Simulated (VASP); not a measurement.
# Ca (Im-3m) in VASP: a series of runs

Aim: see how the results for Ca move with the level of theory and the settings. Levels: PBE, LDA. Tasks: single point.

All numbers are computed with VASP 6.6.1; they aren't measurements. Logs are shortened: lines on timing, memory, paths and dates and some standing lists are left out, and cuts for length are marked.

## Step 1: The cell of the first run

It takes space group Im-3m (No. 229, cubic). Conventional cell: a = 4.480 Å, b = 4.480 Å, c = 4.480 Å, α = 90.00°, β = 90.00°, γ = 90.00°. Within 5.1 Å of Ca (site symmetry m-3m) lie 14 Ca at 3.88 to 4.48 Å.

## Step 2: Single point, PBE

Input file INCAR:

```
SYSTEM = Ca
  PREC = Accurate
  ENCUT = 520
  EDIFF = 1E-7
  ISMEAR = 0
  SIGMA = 0.05
  LREAL = .FALSE.
  LASPH = .TRUE.
  NELM = 100
  ALGO = Normal
  ISIF = 2
  LWAVE = .FALSE.
  LCHARG = .FALSE.
  GGA = PE
  NBANDS = 11
```

Input file KPOINTS:

```
regular mesh
0
G
  8 8 8
  0 0 0
```

Input file POSCAR:

```
Ca
1.0
   -2.2400000000      2.2400000000      2.2400000000
    2.2400000000     -2.2400000000      2.2400000000
    2.2400000000      2.2400000000     -2.2400000000
Ca
1
Direct
    0.0000000000      0.0000000000      0.0000000000
```

Potentials or basis: VASP PAW PBE potentials, release 64 (Ca_sv).

Launch:

```bash
cat potpaw_PBE.64/Ca_sv/POTCAR > POTCAR
mpirun -np 1 vasp_std > vasp.out
```

OUTCAR:

```text
SYSTEM = Ca
   PREC = Accurate
   ENCUT = 520
   EDIFF = 1E-7
   ISMEAR = 0
   LREAL = .FALSE.
   LASPH = .TRUE.
   NELM = 100
   ISIF = 2
   GGA = PE

 ion  position               nearest neighbor table
   1  0.000  0.000  0.000-

  LATTYP: Found a body centered cubic cell.
 ALAT       =     4.4800000000

  Lattice vectors:

 A1 = (  -2.2400000000,   2.2400000000,   2.2400000000)
 A2 = (   2.2400000000,  -2.2400000000,   2.2400000000)
 A3 = (   2.2400000000,   2.2400000000,  -2.2400000000)

Analysis of symmetry for initial positions (statically):
=====================================================================
 Subroutine PRICEL returns:
 Original cell was already a primitive cell.

 Routine SETGRP: Setting up the symmetry group for a
 body centered cubic supercell.

 Subroutine GETGRP returns: Found 48 space group operations
 (whereof 48 operations were pure point group operations)
 out of a pool of 48 trial point group operations.

The static configuration has the point symmetry O_h .

Analysis of symmetry for dynamics (positions and initial velocities):
=====================================================================
 Subroutine PRICEL returns:
 Original cell was already a primitive cell.

 Routine SETGRP: Setting up the symmetry group for a
 body centered cubic supercell.

 Subroutine GETGRP returns: Found 48 space group operations
 (whereof 48 operations were pure point group operations)
 out of a pool of 48 trial point group operations.

The dynamic configuration has the point symmetry O_h .

 Subroutine INISYM returns: Found 48 space group operations
 (whereof 48 operations are pure point group operations),
 and found     1 'primitive' translations

----------------------------------------------------------------------------------------

                                     Primitive cell

  volume of cell :      44.9577

  direct lattice vectors                    reciprocal lattice vectors
    -2.240000000  2.240000000  2.240000000     0.000000000  0.223214286  0.223214286
     2.240000000 -2.240000000  2.240000000     0.223214286  0.000000000  0.223214286
     2.240000000  2.240000000 -2.240000000     0.223214286  0.223214286  0.000000000

  length of vectors
     3.879793809  3.879793809  3.879793809     0.315672670  0.315672670  0.315672670

  position of ions in fractional coordinates (direct lattice)
     0.000000000  0.000000000  0.000000000

  ion indices of the primitive-cell ions
   primitive index   ion index
                 1           1

----------------------------------------------------------------------------------------

 KPOINTS: regular mesh

Automatic generation of k-mesh.
 Grid dimensions read from file:
 generate k-points for:    8    8    8

 Generating k-lattice:

  Cartesian coordinates                     Fractional coordinates (reciprocal lattice)
     0.000000000  0.027901786  0.027901786     0.125000000  0.000000000  0.000000000
     0.027901786  0.000000000  0.027901786     0.000000000  0.125000000  0.000000000
     0.027901786  0.027901786  0.000000000     0.000000000  0.000000000  0.125000000

  Length of vectors
     0.039459084  0.039459084  0.039459084

  Shift w.r.t. Gamma in fractional coordinates (k-lattice)
     0.000000000  0.000000000  0.000000000

 Subroutine IBZKPT returns following result:
 ===========================================

 Found     29 irreducible k-points:

 Following reciprocal coordinates:
            Coordinates               Weight
  0.000000  0.000000  0.000000      1.000000
  0.125000  0.000000  0.000000     12.000000
  0.250000  0.000000  0.000000     12.000000
  0.375000  0.000000  0.000000     12.000000
  0.500000  0.000000  0.000000      6.000000
  0.125000  0.125000  0.000000     24.000000
[... 16 lines left out ...]
 -0.250000  0.250000  0.250000      6.000000
 -0.375000  0.375000  0.250000     24.000000
 [... further k-points ...]
   k-points           NKPTS =     29   k-points in BZ     NKDIM =     29   number of bands    NBANDS=     11
   number of dos      NEDOS =    301   number of ions     NIONS =      1
   total plane-waves  NPLWV =  27000
   dimension x,y,z NGX =    30 NGY =   30 NGZ =   30
   dimension x,y,z NGXF=    60 NGYF=   60 NGZF=   60
   ions per type =               1
   NGX,Y,Z   is equivalent  to a cutoff of  12.85, 12.85, 12.85 a.u.
   NGXF,Y,Z  is equivalent  to a cutoff of  25.71, 25.71, 25.71 a.u.
 SYSTEM =  Ca
   PREC   = accura    normal or accurate (medium, high low for compatibility)
   ISTART =      0    job   : 0-new  1-cont  2-samecut
   ICHARG =      2    charge: 1-file 2-atom 10-const
   ISPIN  =      1    spin polarized calculation?
   LNONCOLLINEAR =      F non collinear calculations
   LSORBIT =      F    spin-orbit coupling
   LASPH  =      T    aspherical Exc in radial PAW
   ENCUT  =  520.0 eV  38.22 Ry    6.18 a.u.   7.21  7.21  7.21*2*pi/ulx,y,z
   NELM   =    100;   NELMIN=  2; NELMDL= -5     # of ELM steps
   EDIFF  = 0.1E-06   stopping-criterion for ELM
   LREAL  =      F    real-space projection
   EDIFFG = 0.1E-05   stopping-criterion for IOM
   NSW    =      0    number of steps for IOM
   IBRION =     -1    ionic relax: 0-MD 1-quasi-New 2-CG
   NFREE  =      0    steps in history (QN), initial steepest desc. (CG)
   ISIF   =      2    stress and relaxation
   ISYM   =      2    0-nonsym 1-usesym 2-fastsym
   POTIM  = 0.5000    time-step for ionic-motion
   TEBEG  =    0.0;   TEEND  =   0.0 temperature during run
   PSTRESS=    0.0 pullay stress
   NELECT =      10.0000    total number of electrons
   NUPDOWN=      -1.0000    fix difference up-down
   EMIN   =  10.00;   EMAX   =-10.00  energy-range for DOS
   EFERMI =   0.00;   METHOD = LEGACY
   ISMEAR =     0;   SIGMA  =   0.05  broadening in eV -4-tet -1-fermi 0-gaus
   EFERMI_NEDOS =   21; number of points for ismear=-14 and -15
   IALGO  =     38    algorithm
   IMIX   =      4    mixing-type and parameters
     AMIX     =   0.40;   BMIX     =  1.00
     AMIX_MAG =   1.60;   BMIX_MAG =  1.00
  volume/ion in A,a.u.               =      44.96       303.39
  Fermi-wavevector in a.u.,A,eV,Ry     =   0.991913  1.874443 13.386649  0.983891
  Thomas-Fermi vector in A             =   2.123688
   LORBIT       =      0    0 simple, 1 ext, 2 COOP (PROOUT), +10 PAW based schemes
   GGA     = PE    functional components
   LHFCALC =     F    Hartree Fock is set to
   AEXX    =    0.0000 exact exchange contribution
   IVDW    =     0    specifies the selected vdW correction
   LEPSILON=     F    determine dielectric tensor
   LRPA    =     F    only Hartree local field effects (RPA)
 non-spin polarized calculation
 Gauss-broadening in eV      SIGMA  =   0.05
  energy-cutoff  :      520.00
  volume of cell :       44.96
 maximum number of plane-waves:      1264
 NGX is ok and might be reduce to    30
   NGX = 15   NGY = 15   NGZ = 15

 number of electron      10.0000001 magnetization

 Free energy of the ion-electron system (eV)
  ---------------------------------------------------
  ext. energy  EPLUGINS =         0.00000000
  ---------------------------------------------------
  free energy    TOTEN  =        -1.90380739 eV

  energy without entropy =       -1.90130254  energy(sigma->0) =       -1.90255497

 E-fermi :   1.7432     XC(G=0):  -7.5425

 val. band max:        1.7204034291   @ k =   0.5000   0.5000   0.2500
 cond. band min:       1.7495114430   @ k =   0.5000   0.5000   0.2500
 fundamental gap:      0.0291080138
 Fermi energy:         1.7431929625

 k-point     1 :       0.0000    0.0000    0.0000
  band No.  band energies     occupation
      1     -40.4496      2.00000
      2     -21.3715      2.00000
      3     -21.3715      2.00000
      4     -21.3715      2.00000
      5      -2.1922      2.00000
      6       3.9644      0.00000
      7       3.9644      0.00000
      8       3.9644      0.00000
      9       4.9543      0.00000
     10       4.9543      0.00000
     11      11.6486      0.00000

 k-point     2 :       0.1250    0.0000    0.0000
  band No.  band energies     occupation
      1     -40.4480      2.00000
      2     -21.3879      2.00000
      3     -21.3770      2.00000
      4     -21.3714      2.00000
      5      -1.9257      2.00000
      6       3.8101      0.00000
      7       3.8395      0.00000
      8       4.1603      0.00000
      9       4.8056      0.00000
     10       4.9613      0.00000
     11      11.0958      0.00000

 k-point     3 :       0.2500    0.0000    0.0000
  band No.  band energies     occupation
      1     -40.4441      2.00000
      2     -21.4273      2.00000
      3     -21.3905      2.00000
      4     -21.3713      2.00000
      5      -1.1652      2.00000
      6       3.2709      0.00000
      7       3.4763      0.00000
      8       4.7109      0.00000
      9       4.7805      0.00000
     10       5.0140      0.00000
     11       9.1436      0.00000

 k-point     4 :       0.3750    0.0000    0.0000
  band No.  band energies     occupation
      1     -40.4402      2.00000
      2     -21.4663      2.00000
      3     -21.4038      2.00000
      4     -21.3712      2.00000
      5      -0.0484      2.00000
      6       2.4375      0.00000
      7       3.1840      0.00000
      8       4.8654      0.00000
      9       5.1288      0.00000
     10       5.4586      0.00000
     11       7.3937      0.00000

 k-point     5 :       0.5000    0.0000    0.0000
  band No.  band energies     occupation
      1     -40.4386      2.00000
      2     -21.4822      2.00000
      3     -21.4093      2.00000
      4     -21.3711      2.00000
      5       0.8905      2.00000
      6       1.6861      1.89354
      7       3.0725      0.00000
      8       4.8467      0.00000
      9       5.2014      0.00000
     10       5.8979      0.00000
     11       6.7546      0.00000
[... 211 lines left out ...]
 k-point    21 :      -0.3750   -0.3750    0.1250
  band No.  band energies     occupation
      1     -40.4354      2.00000
      2     -21.4526      2.00000
      3     -21.4526      2.00000
      4     -21.3938      2.00000
      5       1.9228      0.00000
      6       1.9228      0.00000
      7       2.5082      0.00000
      8       4.9070      0.00000
      9       4.9070      0.00000
     10       6.2144      0.00000
     11       6.7594      0.00000

 k-point    22 :       0.2500    0.2500    0.2500
  band No.  band energies     occupation
      1     -40.4380      2.00000
      2     -21.4255      2.00000
      3     -21.4255      2.00000
      4     -21.4255      2.00000
      5       2.0966      0.00000
      6       2.0966      0.00000
      7       2.0966      0.00000
      8       5.0878      0.00000
      9       5.2422      0.00000
     10       5.2422      0.00000
     11       7.3239      0.00000

 k-point    23 :      -0.2500    0.2500    0.2500
  band No.  band energies     occupation
      1     -40.4392      2.00000
      2     -21.4286      2.00000
      3     -21.4107      2.00000
      4     -21.4107      2.00000
      5      -0.2324      2.00000
      6       3.1748      0.00000
      7       3.8265      0.00000
      8       3.8265      0.00000
      9       4.7630      0.00000
     10       5.1110      0.00000
     11       9.3494      0.00000

 k-point    24 :      -0.3750    0.3750    0.2500
  band No.  band energies     occupation
      1     -40.4358      2.00000
      2     -21.4544      2.00000
      3     -21.4250      2.00000
      4     -21.4133      2.00000
      5       0.7476      2.00000
      6       2.4966      0.00000
      7       3.8129      0.00000
      8       3.9821      0.00000
      9       4.9879      0.00000
     10       5.3292      0.00000
     11       7.6523      0.00000

 [... further k-points ...]
[... 5 lines left out ...]
  --------------------------------------------------------------------------------------
  -------------------------------------------------------------------------------------
  Total       -0.2668275     -0.2668275     -0.2668275      0.0000000      0.0000000      0.0000000
  in kB       -9.5090495     -9.5090495     -9.5090495      0.0000000      0.0000000      0.0000000
  external PRESSURE =      -9.5090495 kB  Pullay stress =       0.0000000 kB

 VOLUME and BASIS-vectors are now :
 -----------------------------------------------------------------------------
  energy-cutoff  :      520.00
  volume of cell :       44.96
      direct lattice vectors                 reciprocal lattice vectors
    -2.240000000  2.240000000  2.240000000     0.000000000  0.223214286  0.223214286
     2.240000000 -2.240000000  2.240000000     0.223214286  0.000000000  0.223214286
     2.240000000  2.240000000 -2.240000000     0.223214286  0.223214286  0.000000000

 POSITION                                       TOTAL-FORCE (eV/Angst)
 -----------------------------------------------------------------------------------
      0.00000      0.00000      0.00000        -0.000000     -0.000000      0.000000
 -----------------------------------------------------------------------------------
    total drift:                               -0.000000     -0.000000      0.000000

  FREE ENERGIE OF THE ION-ELECTRON SYSTEM (eV)
  ---------------------------------------------------
  free  energy   TOTEN  =        -1.9038073878 eV

  energy  without entropy=       -1.9013025427  energy(sigma->0) =       -1.90255497
```

It took 13 s on 1 thread of Intel Xeon Platinum 8259CL at 2.50GHz (Skylake/Cascade Lake), shared host; peak memory 0.17 GiB.

What came out:

| Quantity | Value |
| --- | --- |
| Free energy | -1.9038 eV |
| Pressure | -1.0 GPa |
| Band gap on the k mesh | zero (band 5 reaches 2.10 eV, above the bottom of band 6 at 1.69 eV) |

Levels at points of the mesh, in eV from the Fermi level:
| k point | band 3 | band 4 | band 5 | band 6 | band 7 | band 8 |
| --- | --- | --- | --- | --- | --- | --- |
| (0.00, 0.00, 0.00) | -23.11 | -23.11 | -3.94 | 2.22 | 2.22 | 2.22 |
| (0.50, 0.00, 0.00) | -23.15 | -23.11 | -0.85 | -0.06 | 1.33 | 3.10 |
| (0.50, 0.50, 0.50) | -23.20 | -23.20 | 0.13 | 0.13 | 3.69 | 3.69 |

## Step 3: Single point, LDA

Input file INCAR:

```
SYSTEM = Ca
  ALGO = Normal
  EDIFF = 1E-6
  ENCUT = 520
  GGA = CA
  ISIF = 2
  ISMEAR = 0
  LASPH = .TRUE.
  LCHARG = .TRUE.
  LELF = .TRUE.
  LREAL = .FALSE.
  LVHAR = .TRUE.
  LWAVE = .FALSE.
  NBANDS = 11
  NELM = 100
  PREC = Accurate
  SIGMA = 0.02
```

Input file KPOINTS:

```
k-points
0
G
  8 8 8
  0 0 0
```

POSCAR is that of step 2.

Potentials or basis: VASP PAW LDA potentials, release 64 (Ca_sv).

Launch:

```bash
cat potpaw_LDA.64/Ca_sv/POTCAR > POTCAR
mpirun -np 1 vasp_std > vasp.out
```

Run time: 11 s. Hardware: 1 thread of Intel Xeon Platinum 8259CL at 2.50GHz (Skylake/Cascade Lake), shared host; peak memory 0.15 GiB.

Results (log left out):

- Free energy: -2.1289 eV
- Pressure: -2.5 GPa
- Band gap on the k mesh: zero (band 5 reaches 1.90 eV, above the bottom of band 6 at 1.57 eV)

Levels at points of the mesh, in eV from the Fermi level:
```
           k point  band 2  band 3  band 4  band 5  band 6  band 7  band 8  band 9
(0.00, 0.00, 0.00)  -22.97  -22.97  -22.97   -3.95    2.07    2.07    2.07    3.07
(0.50, 0.00, 0.00)  -23.09  -23.01  -22.97   -0.92   -0.02    1.20    2.95    3.31
(0.50, 0.50, 0.50)  -23.06  -23.06  -23.06    0.07    0.07    3.67    3.67    3.67
```

## Step 4: Single point, PBE (volume scaled by 0.94)

Input file INCAR:

```
PREC = Accurate
ENCUT = 520
EDIFF = 1E-6
ISMEAR = -1
SIGMA = 0.05
LREAL = F
LASPH = T
NELM = 80
ALGO = Fast
ISIF = 2
LWAVE = F
LCHARG = F
GGA = PE
NBANDS = 11
```

Input file KPOINTS:

```
Automatic mesh
0
Gamma
  8 8 8
```

Input file POSCAR:

```
Ca
1.0
   -2.1942728835      2.1942728835      2.1942728835
    2.1942728835     -2.1942728835      2.1942728835
    2.1942728835      2.1942728835     -2.1942728835
Ca
1
Direct
    0.0000000000      0.0000000000      0.0000000000
```

Potentials or basis: VASP PAW PBE potentials, release 64 (Ca_sv).

Launch:

```bash
cat potpaw_PBE.64/Ca_sv/POTCAR > POTCAR
mpirun -np 1 vasp_std > vasp.out
```

Wall time 6 s (1 thread of Intel Xeon 6975P-C (Granite Rapids), shared host); peak memory 0.15 GiB.

Results (log left out):

```yaml
Free_energy: -1.9180 eV
Pressure: 0.0 GPa
Band_gap_on_the_k_mesh: zero (band 5 reaches 2.35 eV, above the bottom of band 6 at 1.97 eV)
```

Levels at points of the mesh, in eV from the Fermi level:
```tsv
k point	band 1	band 2	band 3	band 4	band 5	band 6	band 7	band 8	band 9	band 10
(0.00, 0.00, 0.00)	-42.04	-22.95	-22.95	-22.95	-4.05	2.31	2.31	2.31	3.37	3.37
(0.50, 0.00, 0.00)	-42.02	-23.09	-23.00	-22.95	-0.88	-0.01	1.36	3.27	3.64	4.40
(0.50, 0.50, 0.50)	-42.01	-23.06	-23.06	-23.06	0.07	0.07	3.94	3.94	3.94	4.17
```

## Step 5: Single point, PBE (volume scaled by 0.98)

Input file INCAR:

```
SYSTEM = Ca
  PREC = Accurate
  ENCUT = 520
  EDIFF = 1E-6
  ISMEAR = -1
  SIGMA = 0.05
  LREAL = .FALSE.
  LASPH = .TRUE.
  NELM = 100
  ALGO = Fast
  ISIF = 2
  LWAVE = .FALSE.
  LCHARG = .FALSE.
  GGA = PE
  NBANDS = 11
```

Input file KPOINTS:

```
Automatic mesh
0
G
  8 8 8
  0 0 0
```

Input file POSCAR:

```
Ca
1.0
   -2.2249659900      2.2249659900      2.2249659900
    2.2249659900     -2.2249659900      2.2249659900
    2.2249659900      2.2249659900     -2.2249659900
Ca
1
Direct
    0.0000000000      0.0000000000      0.0000000000
```

Potentials or basis: VASP PAW PBE potentials, release 64 (Ca_sv).

Launch:

```bash
cat potpaw_PBE.64/Ca_sv/POTCAR > POTCAR
mpirun -np 1 vasp_std > vasp.out
```

OUTCAR:

```text
SYSTEM = Ca
   PREC = Accurate
   ENCUT = 520
   EDIFF = 1E-6
   ISMEAR = -1
   LREAL = .FALSE.
   LASPH = .TRUE.
   NELM = 100
   ISIF = 2
   GGA = PE

 ion  position               nearest neighbor table
   1  0.000  0.000  0.000-

  LATTYP: Found a body centered cubic cell.
 ALAT       =     4.4499319800

  Lattice vectors:

 A1 = (  -2.2249659900,   2.2249659900,   2.2249659900)
 A2 = (   2.2249659900,  -2.2249659900,   2.2249659900)
 A3 = (   2.2249659900,   2.2249659900,  -2.2249659900)

Analysis of symmetry for initial positions (statically):
[... 506 lines left out ...]
      4     -21.2855      2.00000
      5       0.8220      2.00000
      6       2.5705      0.00000
      7       3.9210      0.00000
      8       4.0953      0.00000
      9       5.1284      0.00000
     10       5.4714      0.00000
     11       7.8596      0.00000

 [... further k-points ...]
[... 5 lines left out ...]
  --------------------------------------------------------------------------------------
  -------------------------------------------------------------------------------------
  Total       -0.1881471     -0.1881471     -0.1881471     -0.0000000      0.0000000     -0.0000000
  in kB       -6.8419190     -6.8419190     -6.8419190     -0.0000000      0.0000000     -0.0000000
  external PRESSURE =      -6.8419190 kB  Pullay stress =       0.0000000 kB

 VOLUME and BASIS-vectors are now :
 -----------------------------------------------------------------------------
  energy-cutoff  :      520.00
  volume of cell :       44.06
      direct lattice vectors                 reciprocal lattice vectors
    -2.224965990  2.224965990  2.224965990     0.000000000  0.224722536  0.224722536
     2.224965990 -2.224965990  2.224965990     0.224722536  0.000000000  0.224722536
     2.224965990  2.224965990 -2.224965990     0.224722536  0.224722536  0.000000000

 POSITION                                       TOTAL-FORCE (eV/Angst)
 -----------------------------------------------------------------------------------
      0.00000      0.00000      0.00000        -0.000000     -0.000000      0.000000
 -----------------------------------------------------------------------------------
    total drift:                               -0.000000     -0.000000      0.000000

  FREE ENERGIE OF THE ION-ELECTRON SYSTEM (eV)
  ---------------------------------------------------
  free  energy   TOTEN  =        -1.9142732515 eV

  energy  without entropy=       -1.9009442487  energy(sigma->0) =       -1.90760875
```

It took 8.4 s on 1 thread of Intel Xeon 6975P-C (Granite Rapids), shared host; peak memory 0.16 GiB.

Results:

* Free energy: -1.9143 eV
* Pressure: -0.7 GPa
* Band gap on the k mesh: zero (band 5 reaches 2.18 eV, above the bottom of band 6 at 1.78 eV)

[end of part 1 of 2]
